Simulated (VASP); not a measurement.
# CdSe (F-43m) in VASP: further runs

The runs below take CdSe through single point, with PBEsol.

Everything below comes from runs of VASP 6.6.1. Logs are shortened: lines on timing, memory, paths and dates and some standing lists are left out, and cuts for length are marked.

### Step 1. The cell of the first run

The structure is cubic, space group F-43m (No. 216). Conventional cell: a = 6.083 Å, b = 6.083 Å, c = 6.083 Å, α = 90.00°, β = 90.00°, γ = 90.00°. Cd (site symmetry -43m) has 4 Se at 2.63 Å within 3.5 Å. Within 3.5 Å of Se (site symmetry -43m) lie 4 Cd at 2.63 Å.

### Step 2. Single point, PBEsol

Contents of INCAR:

```
  PREC = Accurate
  ENCUT = 520
  EDIFF = 1E-6
  ISMEAR = 0
  SIGMA = 0.05
  LREAL = F
  LASPH = T
  NELM = 80
  ALGO = Normal
  ISIF = 2
  LWAVE = F
  LCHARG = T
  GGA = PS
  LELF = T
  LVHAR = T
  NBANDS = 16
```

Contents of KPOINTS:

```
Automatic mesh
0
Gamma
  10 10 10
```

Contents of POSCAR:

```
CdSe
1.0
    0.0000000000      3.0413096065      3.0413096065
    3.0413096065      0.0000000000      3.0413096065
    3.0413096065      3.0413096065      0.0000000000
Cd Se
1 1
Direct
    0.0000000000      0.0000000000      0.0000000000
    0.7500000000      0.7500000000      0.7500000000
```

Potentials or basis: VASP PAW PBE potentials, release 64 (Cd, Se).

Launch:

```console
cat potpaw_PBE.64/Cd/POTCAR potpaw_PBE.64/Se/POTCAR > POTCAR
mpirun -np 1 vasp_std > vasp.out
```

OUTCAR:

```text
PREC = Accurate
   ENCUT = 520
   EDIFF = 1E-6
   ISMEAR = 0
   LREAL = F
   LASPH = T
   NELM = 80
   ISIF = 2
   GGA = PS

 ion  position               nearest neighbor table
   1  0.000  0.000  0.000-   2 2.63   2 2.63   2 2.63   2 2.63
   2  0.750  0.750  0.750-   1 2.63   1 2.63   1 2.63   1 2.63

  LATTYP: Found a face centered cubic cell.
 ALAT       =     6.0826192130

  Lattice vectors:

 A1 = (   0.0000000000,   3.0413096065,   3.0413096065)
 A2 = (   3.0413096065,   0.0000000000,   3.0413096065)
 A3 = (   3.0413096065,   3.0413096065,   0.0000000000)

Analysis of symmetry for initial positions (statically):
=====================================================================
 Subroutine PRICEL returns:
 Original cell was already a primitive cell.

 Routine SETGRP: Setting up the symmetry group for a
 face centered cubic supercell.

 Subroutine GETGRP returns: Found 24 space group operations
 (whereof 24 operations were pure point group operations)
 out of a pool of 48 trial point group operations.

The static configuration has the point symmetry T_d .

Analysis of symmetry for dynamics (positions and initial velocities):
=====================================================================
 Subroutine PRICEL returns:
 Original cell was already a primitive cell.

 Routine SETGRP: Setting up the symmetry group for a
 face centered cubic supercell.

 Subroutine GETGRP returns: Found 24 space group operations
 (whereof 24 operations were pure point group operations)
 out of a pool of 48 trial point group operations.

The dynamic configuration has the point symmetry T_d .

 Subroutine INISYM returns: Found 24 space group operations
 (whereof 24 operations are pure point group operations),
 and found     1 'primitive' translations

----------------------------------------------------------------------------------------

                                     Primitive cell

  volume of cell :      56.2616

  direct lattice vectors                    reciprocal lattice vectors
     0.000000000  3.041309607  3.041309607    -0.164402861  0.164402861  0.164402861
     3.041309607  0.000000000  3.041309607     0.164402861 -0.164402861  0.164402861
     3.041309607  3.041309607  0.000000000     0.164402861  0.164402861 -0.164402861

  length of vectors
[... 74 lines left out ...]
   ISTART =      0    job   : 0-new  1-cont  2-samecut
   ICHARG =      2    charge: 1-file 2-atom 10-const
   ISPIN  =      1    spin polarized calculation?
   LNONCOLLINEAR =      F non collinear calculations
   LSORBIT =      F    spin-orbit coupling
   LASPH  =      T    aspherical Exc in radial PAW
   ENCUT  =  520.0 eV  38.22 Ry    6.18 a.u.   8.00  8.00  8.00*2*pi/ulx,y,z
   NELM   =     80;   NELMIN=  2; NELMDL= -5     # of ELM steps
   EDIFF  = 0.1E-05   stopping-criterion for ELM
   LREAL  =      F    real-space projection
   EDIFFG = 0.1E-04   stopping-criterion for IOM
   NSW    =      0    number of steps for IOM
   IBRION =     -1    ionic relax: 0-MD 1-quasi-New 2-CG
   NFREE  =      0    steps in history (QN), initial steepest desc. (CG)
   ISIF   =      2    stress and relaxation
   ISYM   =      2    0-nonsym 1-usesym 2-fastsym
   POTIM  = 0.5000    time-step for ionic-motion
   TEBEG  =    0.0;   TEEND  =   0.0 temperature during run
   PSTRESS=    0.0 pullay stress
   NELECT =      18.0000    total number of electrons
   NUPDOWN=      -1.0000    fix difference up-down
   EMIN   =  10.00;   EMAX   =-10.00  energy-range for DOS
   EFERMI =   0.00;   METHOD = LEGACY
   ISMEAR =     0;   SIGMA  =   0.05  broadening in eV -4-tet -1-fermi 0-gaus
   EFERMI_NEDOS =   21; number of points for ismear=-14 and -15
   IALGO  =     38    algorithm
   IMIX   =      4    mixing-type and parameters
     AMIX     =   0.40;   BMIX     =  1.00
     AMIX_MAG =   1.60;   BMIX_MAG =  1.00
  volume/ion in A,a.u.               =      28.13       189.84
  Fermi-wavevector in a.u.,A,eV,Ry     =   1.119683  2.115894 17.057484  1.253690
  Thomas-Fermi vector in A             =   2.256324
   LORBIT       =      0    0 simple, 1 ext, 2 COOP (PROOUT), +10 PAW based schemes
   GGA     = PS    functional components
   LHFCALC =     F    Hartree Fock is set to
   AEXX    =    0.0000 exact exchange contribution
   IVDW    =     0    specifies the selected vdW correction
   LEPSILON=     F    determine dielectric tensor
   LRPA    =     F    only Hartree local field effects (RPA)
 non-spin polarized calculation
 Gauss-broadening in eV      SIGMA  =   0.05
  energy-cutoff  :      520.00
  volume of cell :       56.26
 maximum number of plane-waves:      1528
   NGX = 15   NGY = 15   NGZ = 15

 number of electron      18.0000002 magnetization

 Free energy of the ion-electron system (eV)
  ---------------------------------------------------
  ext. energy  EPLUGINS =         0.00000000
  ---------------------------------------------------
  free energy    TOTEN  =        -6.17778121 eV

  energy without entropy =       -6.17778121  energy(sigma->0) =       -6.17778121

 E-fermi :   1.0706     XC(G=0):  -9.0991

 val. band max:        0.8104982357   @ k =   0.0000   0.0000   0.0000
 cond. band min:       1.2932222871   @ k =   0.0000   0.0000   0.0000
 fundamental gap:      0.4827240514
 Fermi energy:         1.0705939454

 k-point     1 :       0.0000    0.0000    0.0000
  band No.  band energies     occupation
      1     -11.8132      2.00000
      2      -7.1013      2.00000
      3      -7.1013      2.00000
      4      -7.1013      2.00000
      5      -6.7199      2.00000
      6      -6.7199      2.00000
[... 433 lines left out ...]
      3      -6.9034      2.00000
      4      -6.8583      2.00000
      5      -6.6747      2.00000
      6      -6.5604      2.00000
[... 8 lines left out ...]
     15      12.9932      0.00000
     16      14.3945      0.00000

 [... further k-points ...]
[... 5 lines left out ...]
  --------------------------------------------------------------------------------------
  -------------------------------------------------------------------------------------
  Total        0.1092092      0.1092092      0.1092092      0.0000000      0.0000000     -0.0000000
  in kB        3.1099828      3.1099828      3.1099828      0.0000000      0.0000000     -0.0000000
  external PRESSURE =       3.1099828 kB  Pullay stress =       0.0000000 kB

 VOLUME and BASIS-vectors are now :
 -----------------------------------------------------------------------------
  energy-cutoff  :      520.00
  volume of cell :       56.26
      direct lattice vectors                 reciprocal lattice vectors
     0.000000000  3.041309607  3.041309607    -0.164402861  0.164402861  0.164402861
     3.041309607  0.000000000  3.041309607     0.164402861 -0.164402861  0.164402861
     3.041309607  3.041309607  0.000000000     0.164402861  0.164402861 -0.164402861

 POSITION                                       TOTAL-FORCE (eV/Angst)
 -----------------------------------------------------------------------------------
      0.00000      0.00000      0.00000        -0.000000     -0.000000     -0.000000
      4.56196      4.56196      4.56196         0.000000      0.000000      0.000000
 -----------------------------------------------------------------------------------
    total drift:                                0.000000      0.000000      0.000000

  FREE ENERGIE OF THE ION-ELECTRON SYSTEM (eV)
  ---------------------------------------------------
  free  energy   TOTEN  =        -6.1777812124 eV

  energy  without entropy=       -6.1777812124  energy(sigma->0) =       -6.17778121
```

stdout:

```text
POSCAR found type information on POSCAR CdSe
 POSCAR found :  2 types and       2 ions
 scaLAPACK will be used
 -----------------------------------------------------------------------------
|                                                                             |
|                                                                             |
|     You enforced a specific xc type in the INCAR file but a different       |
|     I HOPE YOU KNOW WHAT YOU ARE DOING!                                     |
|                                                                             |
 -----------------------------------------------------------------------------

 LDA part: xc-table for (Slater+PW92), standard interpolation
 POSCAR, INCAR and KPOINTS ok, starting setup
 FFT: planning ... GRIDC
 FFT: planning ... GRID_SOFT
 FFT: planning ... GRID
 WAVECAR not read
 entering main loop
```

Wall time 26 s (1 thread of Intel Xeon 6975P-C, shared host); peak memory 0.2 GiB.

What came out:

```yaml
Free_energy: -6.1778 eV
Pressure: 0.3 GPa
Band_gap_on_the_k_mesh: 0.48 eV, direct
```

Caveat: the PAW data sets were made with another functional, which shifts forces and pressure a little.

### Step 3. Single point, PBEsol

This run uses another cell than the first one, of 28.94 Å³/atom, 1.029 times its volume.

Contents of INCAR:

```
SYSTEM = CdSe
  ALGO = Normal
  EDIFF = 1E-6
  ENCUT = 500
  GGA = PS
  GGA_COMPAT = .False.
  ISIF = 2
  ISMEAR = 0
  LASPH = .True.
  LCHARG = .True.
  LELF = .True.
  LREAL = .False.
  LVHAR = .True.
  LWAVE = .False.
  NBANDS = 16
  NELM = 120
  PREC = Accurate
  SIGMA = 0.1
```

Contents of KPOINTS:

```
k-points
0
Gamma
  6 6 6
  0 0 0
```

Contents of POSCAR:

```
CdSe
1.0
    0.0000000000      3.0702711986      3.0702711986
    3.0702711986      0.0000000000      3.0702711986
    3.0702711986      3.0702711986      0.0000000000
Cd Se
1 1
Direct
    0.0000000000      0.0000000000      0.0000000000
    0.7500000000      0.7500000000      0.7500000000
```

Potentials or basis: VASP PAW PBE potentials, release 64 (Cd, Se).

Launch:

```console
cat potpaw_PBE.64/Cd/POTCAR potpaw_PBE.64/Se/POTCAR > POTCAR
mpirun -np 1 vasp_std > vasp.out
```

OUTCAR:

```text
SYSTEM = CdSe
   EDIFF = 1E-6
   ENCUT = 500
   GGA = PS
   ISIF = 2
   ISMEAR = 0
   LASPH = .True.
   LREAL = .False.
   NELM = 120
   PREC = Accurate

 ion  position               nearest neighbor table
   1  0.000  0.000  0.000-   2 2.66   2 2.66   2 2.66   2 2.66
   2  0.750  0.750  0.750-   1 2.66   1 2.66   1 2.66   1 2.66

  LATTYP: Found a face centered cubic cell.
 ALAT       =     6.1405423972

  Lattice vectors:

 A1 = (   0.0000000000,   3.0702711986,   3.0702711986)
[... 478 lines left out ...]

------------------------ aborting loop because EDIFF is reached ----------------------------------------

  FORCE on cell =-STRESS in cart. coord.  units (eV):
  Direction    XX          YY          ZZ          XY          YZ          ZX
  --------------------------------------------------------------------------------------
  -------------------------------------------------------------------------------------
  Total       -0.3988915     -0.3988915     -0.3988915      0.0000000     -0.0000000     -0.0000000
  in kB      -11.0409181    -11.0409181    -11.0409181      0.0000000     -0.0000000     -0.0000000
  external PRESSURE =     -11.0409181 kB  Pullay stress =       0.0000000 kB

 VOLUME and BASIS-vectors are now :
 -----------------------------------------------------------------------------
  energy-cutoff  :      500.00
  volume of cell :       57.88
      direct lattice vectors                 reciprocal lattice vectors
     0.000000000  3.070271199  3.070271199    -0.162852063  0.162852063  0.162852063
     3.070271199  0.000000000  3.070271199     0.162852063 -0.162852063  0.162852063
     3.070271199  3.070271199  0.000000000     0.162852063  0.162852063 -0.162852063

 POSITION                                       TOTAL-FORCE (eV/Angst)
 -----------------------------------------------------------------------------------
      0.00000      0.00000      0.00000         0.000000      0.000000     -0.000000
      4.60541      4.60541      4.60541        -0.000000     -0.000000      0.000000
 -----------------------------------------------------------------------------------
    total drift:                               -0.000000     -0.000000     -0.000000

  FREE ENERGIE OF THE ION-ELECTRON SYSTEM (eV)
  ---------------------------------------------------
  free  energy   TOTEN  =        -6.1684559180 eV

  energy  without entropy=       -6.1684459784  energy(sigma->0) =       -6.16845095
```

OSZICAR:

```text
N       E                     dE             d eps       ncg     rms          rms(c)
DAV:   1     0.106688351384E+03    0.10669E+03   -0.84789E+03   528   0.964E+02
DAV:   2    -0.263642074756E+01   -0.10932E+03   -0.10374E+03   608   0.245E+02
DAV:   3    -0.653687470035E+01   -0.39005E+01   -0.38942E+01   632   0.492E+01
DAV:   4    -0.655272393049E+01   -0.15849E-01   -0.15849E-01   616   0.307E+00
DAV:   5    -0.655282277723E+01   -0.98847E-04   -0.98846E-04   632   0.213E-01    0.559E+00
DAV:   6    -0.619238319168E+01    0.36044E+00   -0.57489E-01   720   0.957E+00    0.457E+00
DAV:   7    -0.616981053870E+01    0.22573E-01   -0.12714E-01   600   0.242E+00    0.209E+00
DAV:   8    -0.616849132885E+01    0.13192E-02   -0.12603E-02   552   0.136E+00    0.218E-01
DAV:   9    -0.616840768085E+01    0.83648E-04   -0.13825E-03   632   0.489E-01    0.434E-02
DAV:  10    -0.616842904921E+01   -0.21368E-04   -0.14829E-04   632   0.156E-01    0.386E-02
DAV:  11    -0.616845645641E+01   -0.27407E-04   -0.48911E-05   592   0.507E-02    0.173E-02
DAV:  12    -0.616845591800E+01    0.53842E-06   -0.16723E-06   536   0.160E-02
   1 F= -.61684559E+01 E0= -.61684509E+01  d E =-.993959E-05
```

Wall time 7.6 s (1 thread of Intel Xeon Platinum 8375C at 2.90GHz (Ice Lake), shared host); peak memory 0.18 GiB.

What came out:

```yaml
Free_energy: -6.1685 eV
Pressure: -1.1 GPa
Band_gap_on_the_k_mesh: 0.42 eV, direct
```

Caveat: the PAW data sets were made with another functional, which shifts forces and pressure a little. PBEsol gaps usually lie below the measured ones, often by a third to a half.
